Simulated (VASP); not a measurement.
# Re in VASP: a series of runs

Re is run at these levels: LDA; tasks: electric field gradients.

All numbers are computed with VASP 6.6.1; they aren't measurements. Logs are shortened: lines on timing, memory, paths and dates and some standing lists are left out, and cuts for length are marked.

## Step 1: The cell of the first run

It takes space group Fm-3m (No. 225, cubic). Conventional cell: a = 3.976 Å, b = 3.976 Å, c = 3.976 Å, α = 90.00°, β = 90.00°, γ = 90.00°. Within 3.7 Å of Re (site symmetry m-3m) lie 12 Re at 2.81 Å.

This isn't the form of Re at room conditions, which is hcp.

## Step 2: Electric field gradients, LDA (15.72 Å³/atom)

File INCAR:

```
SYSTEM = Re
PREC     = Accurate       ! precision mode
ENCUT    = 520            ! plane-wave cutoff, eV
EDIFF    = 1E-8           ! SCF threshold, eV
ISMEAR   = -1             ! smearing method
SIGMA    = 0.03           ! smearing width, eV
LREAL    = .FALSE.        ! projectors in reciprocal space
LASPH    = .TRUE.         ! aspherical terms in the spheres
NELM     = 100            ! most SCF steps
ALGO     = Normal         ! electronic algorithm
ISIF     = 2              ! what is computed and relaxed
LWAVE    = .FALSE.        ! write WAVECAR
LCHARG   = .FALSE.        ! write CHGCAR
GGA      = CA             ! functional
LEFG     = .TRUE.       
NBANDS   = 10             ! bands
```

File KPOINTS:

```
regular mesh
0
G
  14 14 14
  0 0 0
```

File POSCAR:

```
Re
1.0
    0.0000000000      1.9880798514      1.9880798514
    1.9880798514      0.0000000000      1.9880798514
    1.9880798514      1.9880798514      0.0000000000
Re
1
Direct
    0.0000000000      0.0000000000      0.0000000000
```

Potentials or basis: VASP PAW LDA potentials, release 64 (Re).

Launch:

```console
cat potpaw_LDA.64/Re/POTCAR > POTCAR
mpirun -np 1 vasp_std > vasp.out
```

OUTCAR:

```text
SYSTEM = Re
   PREC = Accurate
   ENCUT = 520
   EDIFF = 1E-8
   ISMEAR = -1
   LREAL = .FALSE.
   LASPH = .TRUE.
   NELM = 100
   ISIF = 2
   GGA = CA

 ion  position               nearest neighbor table
   1  0.000  0.000  0.000-

  LATTYP: Found a face centered cubic cell.
 ALAT       =     3.9761597028

  Lattice vectors:

 A1 = (   0.0000000000,   1.9880798514,   1.9880798514)
 A2 = (   1.9880798514,   0.0000000000,   1.9880798514)
 A3 = (   1.9880798514,   1.9880798514,   0.0000000000)

Analysis of symmetry for initial positions (statically):
=====================================================================
 Subroutine PRICEL returns:
 Original cell was already a primitive cell.

 Routine SETGRP: Setting up the symmetry group for a
 face centered cubic supercell.

 Subroutine GETGRP returns: Found 48 space group operations
 (whereof 48 operations were pure point group operations)
 out of a pool of 48 trial point group operations.

The static configuration has the point symmetry O_h .

Analysis of symmetry for dynamics (positions and initial velocities):
=====================================================================
 Subroutine PRICEL returns:
 Original cell was already a primitive cell.

 Routine SETGRP: Setting up the symmetry group for a
 face centered cubic supercell.

 Subroutine GETGRP returns: Found 48 space group operations
 (whereof 48 operations were pure point group operations)
 out of a pool of 48 trial point group operations.

The dynamic configuration has the point symmetry O_h .

 Subroutine INISYM returns: Found 48 space group operations
 (whereof 48 operations are pure point group operations),
 and found     1 'primitive' translations

----------------------------------------------------------------------------------------

                                     Primitive cell

  volume of cell :      15.7156

  direct lattice vectors                    reciprocal lattice vectors
     0.000000000  1.988079851  1.988079851    -0.251498952  0.251498952  0.251498952
     1.988079851  0.000000000  1.988079851     0.251498952 -0.251498952  0.251498952
     1.988079851  1.988079851  0.000000000     0.251498952  0.251498952 -0.251498952

  length of vectors
     2.811569489  2.811569489  2.811569489     0.435608964  0.435608964  0.435608964

  position of ions in fractional coordinates (direct lattice)
     0.000000000  0.000000000  0.000000000

  ion indices of the primitive-cell ions
   primitive index   ion index
                 1           1

----------------------------------------------------------------------------------------

 KPOINTS: regular mesh

Automatic generation of k-mesh.
 Grid dimensions read from file:
 generate k-points for:   14   14   14

 Generating k-lattice:

  Cartesian coordinates                     Fractional coordinates (reciprocal lattice)
    -0.017964211  0.017964211  0.017964211     0.071428571  0.000000000  0.000000000
     0.017964211 -0.017964211  0.017964211     0.000000000  0.071428571  0.000000000
     0.017964211  0.017964211 -0.017964211     0.000000000  0.000000000  0.071428571

  Length of vectors
     0.031114926  0.031114926  0.031114926

  Shift w.r.t. Gamma in fractional coordinates (k-lattice)
     0.000000000  0.000000000  0.000000000

 Subroutine IBZKPT returns following result:
 ===========================================

 Found    104 irreducible k-points:

 Following reciprocal coordinates:
            Coordinates               Weight
  0.000000  0.000000  0.000000      1.000000
  0.071429  0.000000  0.000000      8.000000
  0.142857  0.000000  0.000000      8.000000
  0.214286  0.000000  0.000000      8.000000
  0.285714  0.000000  0.000000      8.000000
  0.357143  0.000000  0.000000      8.000000
[... 16 lines left out ...]
  0.214286  0.142857  0.000000     24.000000
  0.285714  0.142857  0.000000     24.000000
 [... further k-points ...]
   k-points           NKPTS =    104   k-points in BZ     NKDIM =    104   number of bands    NBANDS=     10
   number of dos      NEDOS =    301   number of ions     NIONS =      1
   total plane-waves  NPLWV =  13824
   dimension x,y,z NGX =    24 NGY =   24 NGZ =   24
   dimension x,y,z NGXF=    48 NGYF=   48 NGZF=   48
   ions per type =               1
   NGX,Y,Z   is equivalent  to a cutoff of  14.19, 14.19, 14.19 a.u.
   NGXF,Y,Z  is equivalent  to a cutoff of  28.38, 28.38, 28.38 a.u.
 SYSTEM =  Re
   PREC   = accura    normal or accurate (medium, high low for compatibility)
   ISTART =      0    job   : 0-new  1-cont  2-samecut
   ICHARG =      2    charge: 1-file 2-atom 10-const
   ISPIN  =      1    spin polarized calculation?
   LNONCOLLINEAR =      F non collinear calculations
   LSORBIT =      F    spin-orbit coupling
   LASPH  =      T    aspherical Exc in radial PAW
   ENCUT  =  520.0 eV  38.22 Ry    6.18 a.u.   5.23  5.23  5.23*2*pi/ulx,y,z
   NELM   =    100;   NELMIN=  2; NELMDL= -5     # of ELM steps
   EDIFF  = 0.1E-07   stopping-criterion for ELM
   LREAL  =      F    real-space projection
   EDIFFG = 0.1E-06   stopping-criterion for IOM
   NSW    =      0    number of steps for IOM
   IBRION =     -1    ionic relax: 0-MD 1-quasi-New 2-CG
   NFREE  =      0    steps in history (QN), initial steepest desc. (CG)
   ISIF   =      2    stress and relaxation
   ISYM   =      2    0-nonsym 1-usesym 2-fastsym
   POTIM  = 0.5000    time-step for ionic-motion
   TEBEG  =    0.0;   TEEND  =   0.0 temperature during run
   PSTRESS=    0.0 pullay stress
   NELECT =       7.0000    total number of electrons
   NUPDOWN=      -1.0000    fix difference up-down
   EMIN   =  10.00;   EMAX   =-10.00  energy-range for DOS
   EFERMI =   0.00;   METHOD = LEGACY
   ISMEAR =    -1;   SIGMA  =   0.03  broadening in eV -4-tet -1-fermi 0-gaus
   EFERMI_NEDOS =   21; number of points for ismear=-14 and -15
   IALGO  =     38    algorithm
   IMIX   =      4    mixing-type and parameters
     AMIX     =   0.40;   BMIX     =  1.00
     AMIX_MAG =   1.60;   BMIX_MAG =  1.00
  volume/ion in A,a.u.               =      15.72       106.05
  Fermi-wavevector in a.u.,A,eV,Ry     =   1.250250  2.362631 21.267623  1.563126
  Thomas-Fermi vector in A             =   2.384253
   LORBIT       =      0    0 simple, 1 ext, 2 COOP (PROOUT), +10 PAW based schemes
   GGA     = CA    functional components
   LHFCALC =     F    Hartree Fock is set to
   AEXX    =    0.0000 exact exchange contribution
   IVDW    =     0    specifies the selected vdW correction
   LEPSILON=     F    determine dielectric tensor
   LRPA    =     F    only Hartree local field effects (RPA)
 non-spin polarized calculation
  energy-cutoff  :      520.00
  volume of cell :       15.72
 maximum number of plane-waves:       444
 NGX is ok and might be reduce to    24
   NGX = 11   NGY = 11   NGZ = 11

 number of electron       7.0000000 magnetization

 Free energy of the ion-electron system (eV)
  ---------------------------------------------------
  ext. energy  EPLUGINS =         0.00000000
  ---------------------------------------------------
  free energy    TOTEN  =       -13.56575090 eV

  energy without entropy =      -13.56163503  energy(sigma->0) =      -13.56369297

 E-fermi :   7.2654     XC(G=0): -13.4892

 val. band max:        7.2332792187   @ k =  -0.2143   0.2857   0.0714
 cond. band min:       7.2858334054   @ k =  -0.1429   0.1429   0.0000
 fundamental gap:      0.0525541867
 Fermi energy:         7.2654049830

 k-point     1 :       0.0000    0.0000    0.0000
  band No.  band energies     occupation
      1      -2.3057      2.00000
      2       5.5331      2.00000
      3       5.5331      2.00000
      4       5.5331      2.00000
      5       8.4009      0.00000
      6       8.4009      0.00000
      7      21.2066      0.00000
      8      26.4439      0.00000
      9      26.4439      0.00000
     10      26.4439      0.00000

 k-point     2 :       0.0714    0.0000    0.0000
  band No.  band energies     occupation
      1      -2.0855      2.00000
      2       5.3905      2.00000
      3       5.6342      2.00000
      4       5.6342      2.00000
      5       8.3246      0.00000
      6       8.3246      0.00000
      7      21.6254      0.00000
      8      25.3811      0.00000
      9      26.8395      0.00000
     10      26.8395      0.00000

 k-point     3 :       0.1429    0.0000    0.0000
  band No.  band energies     occupation
      1      -1.4632      2.00000
      2       5.0588      2.00000
      3       5.8669      2.00000
      4       5.8669      2.00000
      5       8.2002      0.00000
      6       8.2002      0.00000
      7      22.6249      0.00000
      8      23.7316      0.00000
      9      27.9670      0.00000
     10      27.9670      0.00000

 k-point     4 :       0.2143    0.0000    0.0000
  band No.  band energies     occupation
      1      -0.5765      2.00000
      2       4.7835      2.00000
      3       6.0013      2.00000
      4       6.0013      2.00000
      5       8.3243      0.00000
      6       8.3243      0.00000
      7      21.7537      0.00000
      8      24.1665      0.00000
      9      29.6582      0.00000
     10      29.6582      0.00000
[... 222 lines left out ...]
 k-point    22 :       0.1429    0.1429    0.0000
  band No.  band energies     occupation
      1      -1.1760      2.00000
      2       4.6157      2.00000
      3       6.2315      2.00000
      4       6.2315      2.00000
      5       7.2924      0.57871
      6       8.7722      0.00000
      7      23.3280      0.00000
      8      24.9442      0.00000
      9      26.8748      0.00000
     10      26.8748      0.00000

 k-point    23 :       0.2143    0.1429    0.0000
  band No.  band energies     occupation
      1      -0.4885      2.00000
      2       4.2368      2.00000
      3       6.3133      2.00000
      4       6.5562      2.00000
      5       7.2024      1.78195
      6       8.9827      0.00000
      7      23.8881      0.00000
      8      24.5431      0.00000
      9      27.1048      0.00000
     10      27.6420      0.00000

 k-point    24 :       0.2857    0.1429    0.0000
  band No.  band energies     occupation
      1       0.3926      2.00000
      2       4.0038      2.00000
      3       5.8021      2.00000
      4       6.6697      2.00000
      5       8.0183      0.00000
      6       9.4210      0.00000
      7      22.2950      0.00000
      8      25.2899      0.00000
      9      27.2798      0.00000
     10      27.9867      0.00000

 [... further k-points ...]
[... 5 lines left out ...]
  --------------------------------------------------------------------------------------
  -------------------------------------------------------------------------------------
  Total       -2.8307507     -2.8307507     -2.8307507     -0.0000000      0.0000000      0.0000000
  in kB     -288.5896375   -288.5896375   -288.5896375     -0.0000000      0.0000000      0.0000000
  external PRESSURE =    -288.5896375 kB  Pullay stress =       0.0000000 kB

 VOLUME and BASIS-vectors are now :
 -----------------------------------------------------------------------------
  energy-cutoff  :      520.00
  volume of cell :       15.72
      direct lattice vectors                 reciprocal lattice vectors
     0.000000000  1.988079851  1.988079851    -0.251498952  0.251498952  0.251498952
     1.988079851  0.000000000  1.988079851     0.251498952 -0.251498952  0.251498952
     1.988079851  1.988079851  0.000000000     0.251498952  0.251498952 -0.251498952

 POSITION                                       TOTAL-FORCE (eV/Angst)
 -----------------------------------------------------------------------------------
      0.00000      0.00000      0.00000         0.000000      0.000000      0.000000
 -----------------------------------------------------------------------------------
    total drift:                               -0.000000      0.000000      0.000000

  FREE ENERGIE OF THE ION-ELECTRON SYSTEM (eV)
  ---------------------------------------------------
  free  energy   TOTEN  =       -13.5657509034 eV

  energy  without entropy=      -13.5616350319  energy(sigma->0) =      -13.56369297

 Electric field gradients (V/A^2)
---------------------------------------------------------------------
 ion       V_xx      V_yy      V_zz      V_xy      V_xz      V_yz
---------------------------------------------------------------------
   1       0.000    -0.000    -0.000     0.000     0.000     0.000
---------------------------------------------------------------------

 Electric field gradients after diagonalization (V/A^2)
 (convention: |V_zz| > |V_xx| > |V_yy|)
----------------------------------------------------------------------
 ion       V_xx      V_yy      V_zz     asymmetry (V_yy - V_xx)/ V_zz
----------------------------------------------------------------------
   1      -0.000    -0.000     0.000       0.000
----------------------------------------------------------------------

           NMR quadrupolar parameters

 Cq : quadrupolar parameter    Cq=e*Q*V_zz/h
 eta: asymmetry parameters     (V_yy - V_xx)/ V_zz
 Q  : nuclear electric quadrupole moment in mb (millibarn)
----------------------------------------------------------------------
 ion       Cq(MHz)       eta       Q (mb)
----------------------------------------------------------------------
   1       0.000       0.000       1.000
----------------------------------------------------------------------
```

Wall time 18 s (1 thread of Intel Xeon 8259CL, shared host); peak memory 0.14 GiB.

Results:

- Free energy: -13.5658 eV
- Pressure: -28.9 GPa
- Band gap on the k mesh: zero (an odd number of electrons rules out a gap without spin polarisation)
- Largest electric field gradient by atom: zero within the noise of the run

Caveat: the cell stands under tension; spin-orbit coupling is left out, which moves the levels of the heavy elements.

(Continued in part 2 of 3.)
